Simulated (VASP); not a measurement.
# Sb (I4/mmm) in VASP: further runs

Runs on Sb. Level: PBEsol. Tasks: single point.

Everything below comes from runs of VASP 6.6.1. Logs are shortened: lines on timing, memory, paths and dates and some standing lists are left out, and cuts for length are marked.

## (1) The cell of the first run

It takes space group I4/mmm (No. 139, tetragonal). The conventional cell has a = 3.260 Å, b = 3.260 Å, c = 4.748 Å, α = 90.00°, β = 90.00°, γ = 90.00°. Within 4.3 Å of Sb (site symmetry 4/mmm) lie 12 Sb at 3.26 to 3.31 Å.

## (2) Single point, PBEsol (zz strain of +3 %)

INCAR

```
PREC     = Accurate       # precision mode
ENCUT    = 520            # plane-wave cutoff, eV
EDIFF    = 1E-6           # SCF threshold, eV
ISMEAR   = -1             # smearing method
SIGMA    = 0.05           # smearing width, eV
LREAL    = F              # projectors in reciprocal space
LASPH    = T              # aspherical terms in the spheres
NELM     = 100            # most SCF steps
ALGO     = Normal         # electronic algorithm
ISIF     = 2              # what is computed and relaxed
LWAVE    = F              # write WAVECAR
LCHARG   = F              # write CHGCAR
GGA      = PS             # functional
NBANDS   = 8              # bands
```

KPOINTS

```
Automatic mesh
0
Gamma
  12 12 12
```

POSCAR

```
Sb
1.0
    0.0000000000      2.3050000000      2.3741500000
    2.3050000000      0.0000000000      2.3741500000
    2.3050000000      2.3050000000      0.0000000000
Sb
1
Direct
    0.0000000000      0.0000000000      0.0000000000
```

Potentials or basis: VASP PAW PBE potentials, release 64 (Sb).

Run with:

```console
cat potpaw_PBE.64/Sb/POTCAR > POTCAR
mpirun -np 1 vasp_std > vasp.out
```

OUTCAR:

```text
PREC = Accurate
   ENCUT = 520
   EDIFF = 1E-6
   ISMEAR = -1
   LREAL = F
   LASPH = T
   NELM = 100
   ISIF = 2
   GGA = PS

 ion  position               nearest neighbor table
   1  0.000  0.000  0.000-

  LATTYP: Found a body centered tetragonal cell.
 ALAT       =     3.2597622613
 C/A-ratio  =     1.4566399692

  Lattice vectors:

 A1 = (  -2.3050000000,   0.0000000000,   2.3741500000)
 A2 = (   2.3050000000,   0.0000000000,   2.3741500000)
 A3 = (   0.0000000000,   2.3050000000,  -2.3741500000)

Analysis of symmetry for initial positions (statically):
=====================================================================
 Subroutine PRICEL returns:
 Original cell was already a primitive cell.

 Routine SETGRP: Setting up the symmetry group for a
 body centered tetragonal supercell.

 Subroutine GETGRP returns: Found 16 space group operations
 (whereof 16 operations were pure point group operations)
 out of a pool of 16 trial point group operations.

The static configuration has the point symmetry D_4h.

Analysis of symmetry for dynamics (positions and initial velocities):
=====================================================================
 Subroutine PRICEL returns:
 Original cell was already a primitive cell.

 Routine SETGRP: Setting up the symmetry group for a
 body centered tetragonal supercell.

 Subroutine GETGRP returns: Found 16 space group operations
 (whereof 16 operations were pure point group operations)
 out of a pool of 16 trial point group operations.

The dynamic configuration has the point symmetry D_4h.

 Subroutine INISYM returns: Found 16 space group operations
 (whereof 16 operations are pure point group operations),
 and found     1 'primitive' translations

----------------------------------------------------------------------------------------

                                     Primitive cell

  volume of cell :      25.2278

  direct lattice vectors                    reciprocal lattice vectors
     0.000000000  2.305000000  2.374150000    -0.216919740  0.216919740  0.210601689
     2.305000000  0.000000000  2.374150000     0.216919740 -0.216919740  0.210601689
     2.305000000  2.305000000  0.000000000     0.216919740  0.216919740 -0.210601689

  length of vectors
     3.309019979  3.309019979  3.259762261     0.372104042  0.372104042  0.372104042

  position of ions in fractional coordinates (direct lattice)
     0.000000000  0.000000000  0.000000000

  ion indices of the primitive-cell ions
   primitive index   ion index
[... 70 lines left out ...]
   LASPH  =      T    aspherical Exc in radial PAW
   ENCUT  =  520.0 eV  38.22 Ry    6.18 a.u.   6.15  6.15  6.06*2*pi/ulx,y,z
   NELM   =    100;   NELMIN=  2; NELMDL= -5     # of ELM steps
   EDIFF  = 0.1E-05   stopping-criterion for ELM
   LREAL  =      F    real-space projection
   EDIFFG = 0.1E-04   stopping-criterion for IOM
   NSW    =      0    number of steps for IOM
   IBRION =     -1    ionic relax: 0-MD 1-quasi-New 2-CG
   NFREE  =      0    steps in history (QN), initial steepest desc. (CG)
   ISIF   =      2    stress and relaxation
   ISYM   =      2    0-nonsym 1-usesym 2-fastsym
   POTIM  = 0.5000    time-step for ionic-motion
   TEBEG  =    0.0;   TEEND  =   0.0 temperature during run
   PSTRESS=    0.0 pullay stress
   NELECT =       5.0000    total number of electrons
   NUPDOWN=      -1.0000    fix difference up-down
   EMIN   =  10.00;   EMAX   =-10.00  energy-range for DOS
   EFERMI =   0.00;   METHOD = LEGACY
   ISMEAR =    -1;   SIGMA  =   0.05  broadening in eV -4-tet -1-fermi 0-gaus
   EFERMI_NEDOS =   21; number of points for ismear=-14 and -15
   IALGO  =     38    algorithm
   IMIX   =      4    mixing-type and parameters
     AMIX     =   0.40;   BMIX     =  1.00
     AMIX_MAG =   1.60;   BMIX_MAG =  1.00
  volume/ion in A,a.u.               =      25.23       170.25
  Fermi-wavevector in a.u.,A,eV,Ry     =   0.954490  1.803725 12.395610  0.911052
  Thomas-Fermi vector in A             =   2.083242
   LORBIT       =      0    0 simple, 1 ext, 2 COOP (PROOUT), +10 PAW based schemes
   GGA     = PS    functional components
   LHFCALC =     F    Hartree Fock is set to
   AEXX    =    0.0000 exact exchange contribution
   IVDW    =     0    specifies the selected vdW correction
   LEPSILON=     F    determine dielectric tensor
   LRPA    =     F    only Hartree local field effects (RPA)
 non-spin polarized calculation
  energy-cutoff  :      520.00
  volume of cell :       25.23
 maximum number of plane-waves:       692
 NGX is ok and might be reduce to    28
   NGX = 13   NGY = 13   NGZ = 13

 number of electron       5.0000000 magnetization

 Free energy of the ion-electron system (eV)
  ---------------------------------------------------
  ext. energy  EPLUGINS =         0.00000000
  ---------------------------------------------------
  free energy    TOTEN  =        -4.29013963 eV

  energy without entropy =       -4.28410334  energy(sigma->0) =       -4.28712149

 E-fermi :   9.2949     XC(G=0): -10.6171

 val. band max:        9.2904003322   @ k =   0.5000   0.0833   0.4167
 cond. band min:       9.3538123061   @ k =  -0.3333   0.1667   0.0000
 fundamental gap:      0.0634119738
 Fermi energy:         9.2949368171

 k-point     1 :       0.0000    0.0000    0.0000
  band No.  band energies     occupation
      1      -4.2161      2.00000
      2      15.0543      0.00000
      3      15.0543      0.00000
      4      15.0671      0.00000
      5      19.3463      0.00000
      6      19.5069      0.00000
      7      19.5344      0.00000
      8      19.5344      0.00000
[... 243 lines left out ...]
 k-point    24 :      -0.4167    0.1667    0.0000
  band No.  band energies     occupation
      1       0.2864      2.00000
      2       3.6210      2.00000
      3       9.5199      0.02197
      4      12.5859      0.00000
      5      16.3153      0.00000
      6      20.3879      0.00000
      7      20.5236      0.00000
      8      23.0982      0.00000

 [... further k-points ...]
[... 5 lines left out ...]
  --------------------------------------------------------------------------------------
  -------------------------------------------------------------------------------------
  Total        0.3910949      0.3910949      0.5563108      0.0000000     -0.0000000      0.0000000
  in kB       24.8377799     24.8377799     35.3303611      0.0000000     -0.0000000      0.0000000
  external PRESSURE =      28.3353070 kB  Pullay stress =       0.0000000 kB

 VOLUME and BASIS-vectors are now :
 -----------------------------------------------------------------------------
  energy-cutoff  :      520.00
  volume of cell :       25.23
      direct lattice vectors                 reciprocal lattice vectors
     0.000000000  2.305000000  2.374150000    -0.216919740  0.216919740  0.210601689
     2.305000000  0.000000000  2.374150000     0.216919740 -0.216919740  0.210601689
     2.305000000  2.305000000  0.000000000     0.216919740  0.216919740 -0.210601689

 POSITION                                       TOTAL-FORCE (eV/Angst)
 -----------------------------------------------------------------------------------
      0.00000      0.00000      0.00000         0.000000     -0.000000      0.000000
 -----------------------------------------------------------------------------------
    total drift:                               -0.000000      0.000000      0.000000

  FREE ENERGIE OF THE ION-ELECTRON SYSTEM (eV)
  ---------------------------------------------------
  free  energy   TOTEN  =        -4.2901396273 eV

  energy  without entropy=       -4.2841033442  energy(sigma->0) =       -4.28712149
```

OSZICAR:

```text
N       E                     dE             d eps       ncg     rms          rms(c)
DAV:   1     0.460359634158E+01    0.46036E+01   -0.16893E+03  2616   0.413E+02
DAV:   2    -0.419714212378E+01   -0.88007E+01   -0.84122E+01  3664   0.527E+01
DAV:   3    -0.429706334677E+01   -0.99921E-01   -0.98548E-01  3152   0.619E+00
DAV:   4    -0.429734173604E+01   -0.27839E-03   -0.27839E-03  4104   0.407E-01
DAV:   5    -0.429734215182E+01   -0.41579E-06   -0.41681E-06  3288   0.105E-02    0.185E+00
DAV:   6    -0.429276355013E+01    0.45786E-02   -0.16660E-03  3320   0.194E-01    0.106E+00
DAV:   7    -0.429014714296E+01    0.26164E-02   -0.34498E-03  2944   0.279E-01    0.358E-02
DAV:   8    -0.429013972484E+01    0.74181E-05   -0.33896E-05  3584   0.472E-02    0.713E-03
DAV:   9    -0.429013962729E+01    0.97551E-07   -0.39339E-07  3776   0.474E-03
   1 F= -.42901396E+01 E0= -.42871215E+01  d E =-.603628E-02
```

stdout:

```text
POSCAR found type information on POSCAR Sb
 POSCAR found :  1 types and       1 ions
 scaLAPACK will be used
 -----------------------------------------------------------------------------
|                                                                             |
|                                                                             |
|     You enforced a specific xc type in the INCAR file but a different       |
|     I HOPE YOU KNOW WHAT YOU ARE DOING!                                     |
|                                                                             |
 -----------------------------------------------------------------------------

 LDA part: xc-table for (Slater+PW92), standard interpolation
 POSCAR, INCAR and KPOINTS ok, starting setup
 FFT: planning ... GRIDC
 FFT: planning ... GRID_SOFT
 FFT: planning ... GRID
 WAVECAR not read
 entering main loop
```

Wall time 47 s (1 thread of AMD EPYC 7R43 (Zen 3), shared host); peak memory 0.13 GiB.

What came out:

```
Free energy : -4.2901 eV
Pressure    : 2.8 GPa
```

Stress tensor (GPa, compression positive):
```
2.48 0.00 0.00
0.00 2.48 0.00
0.00 0.00 3.53
```

Levels at points of the mesh, in eV from the Fermi level:
| k point | band 1 | band 2 | band 3 | band 4 | band 5 | band 6 |
| --- | --- | --- | --- | --- | --- | --- |
| (0.00, 0.00, 0.00) | -13.51 | 5.76 | 5.76 | 5.77 | 10.05 | 10.21 |
| (0.50, 0.00, 0.00) | -9.38 | -6.30 | 3.64 | 4.17 | 8.40 | 9.20 |
| (0.50, 0.50, 0.00) | -7.85 | -5.49 | 0.61 | 0.61 | 4.44 | 4.74 |
| (0.50, 0.00, 0.50) | -7.42 | -5.25 | 0.10 | 0.33 | 4.01 | 4.46 |

Caveat: the cell differs from its parent crystal (zz strain of +3 %); the PAW data sets were made with another functional, which shifts forces and pressure a little; spin-orbit coupling is left out, which moves the levels of the heavy elements.

## (3) Single point, PBEsol (equal xx and yy strain of +2 %)

INCAR

```
ALGO     = Normal         # electronic algorithm
EDIFF    = 1E-7           # SCF threshold, eV
ENCUT    = 520            # plane-wave cutoff, eV
GGA      = PS             # functional
ISIF     = 2              # what is computed and relaxed
ISMEAR   = -1             # smearing method
LASPH    = T              # aspherical terms in the spheres
LCHARG   = T              # write CHGCAR
LELF     = T              # ELF
LREAL    = F              # projectors in reciprocal space
LVHAR    = T            
LWAVE    = F              # write WAVECAR
NBANDS   = 8              # bands
NELM     = 100            # most SCF steps
PREC     = Accurate       # precision mode
SIGMA    = 0.05           # smearing width, eV
```

KPOINTS

```
k-points
0
Gamma
  12 12 12
```

POSCAR

```
Sb
1.0
    0.0000000000      2.3511000000      2.3050000000
    2.3511000000      0.0000000000      2.3050000000
    2.3511000000      2.3511000000      0.0000000000
Sb
1
Direct
    0.0000000000      0.0000000000      0.0000000000
```

Potentials or basis: VASP PAW PBE potentials, release 64 (Sb).

Run with:

```console
cat potpaw_PBE.64/Sb/POTCAR > POTCAR
mpirun -np 1 vasp_std > vasp.out
```

Run time: 42 s. Hardware: 1 thread of AMD EPYC 7R43 (Zen 3), shared host; peak memory 0.12 GiB.

The run converged. Its results:

| Item | Value |
| --- | --- |
| Free energy | -4.2930 eV |
| Pressure | 2.1 GPa |

Stress tensor (GPa, compression positive):
```
2.27 0.00 0.00
0.00 2.27 0.00
0.00 0.00 1.73
```

Levels at points of the mesh, in eV from the Fermi level:
```tsv
k point	band 1	band 2	band 3	band 4	band 5	band 6	band 7
(0.00, 0.00, 0.00)	-13.43	5.68	5.69	5.69	10.10	10.10	10.21
(0.50, 0.00, 0.00)	-9.35	-6.23	3.69	4.02	8.45	9.06	9.44
(0.50, 0.50, 0.00)	-7.39	-5.16	0.17	0.17	3.96	4.43	17.91
(0.50, 0.00, 0.50)	-7.66	-5.33	0.36	0.51	4.23	4.62	17.97
```

Caveat: the cell differs from its parent crystal (equal xx and yy strain of +2 %); the PAW data sets were made with another functional, which shifts forces and pressure a little; spin-orbit coupling is left out, which moves the levels of the heavy elements.
